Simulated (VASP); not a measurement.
Na4TiO3, 8 atoms in the cell. Symmetry: C2, No. 5, monoclinic system. The conventional cell has a = 5.638 Å, b = 5.586 Å, c = 8.521 Å, α = 90.00°, β = 97.45°, γ = 90.00°. Na (site symmetry 1) has 2 O at 2.16 to 2.22 Å and 3 Na at 2.83 to 2.99 Å within 3.0 Å. Within 3.3 Å of Na (site symmetry 1) lie 5 O at 2.40 to 2.78 Å and 3 Na at 2.96 to 3.15 Å and 4 Ti at 3.18 to 3.28 Å. Ti (site symmetry 2) has 4 O at 1.98 to 2.02 Å within 2.6 Å. Within 2.9 Å of O (site symmetry 1) lie 2 Ti at 1.98 to 2.02 Å and 4 Na at 2.40 to 2.74 Å and 4 O at 2.83 to 2.85 Å. O (site symmetry 2) has 6 Na at 2.16 to 2.78 Å within 2.9 Å. 

- Program: VASP 6.6.1
- Task: single point
- Functional: PBE
- Potentials or basis: VASP PAW PBE potentials, release 64 (Na_pv, Ti_sv, O)
- Cutoff: 600 eV
- k mesh: 8 × 8 × 4
- Occupations: gaussian, width 0.1 eV
- Spin: no spin polarisation
- Dipole correction: no
- Further INCAR settings: ALGO = Normal; EDIFF = 1e-06; NBANDS = 39

Potentials or basis: VASP PAW PBE potentials, release 64 (Na_pv, Ti_sv, O).

The run is started by

```console
$ cat potpaw_PBE.64/Na_pv/POTCAR potpaw_PBE.64/Ti_sv/POTCAR potpaw_PBE.64/O/POTCAR > POTCAR
$ mpirun -np 1 vasp_std > vasp.out
```

Hardware: 1 thread of Oxide Virtual Turin-like Processor, on a shared host.

Q: How long does it take, and how much memory?

A: Wall time 6.8 min on 1 thread of Oxide Virtual Turin-like Processor, with other jobs on the host, peak memory 0.5 GiB. Counts: scf iterations 19, k points 78.
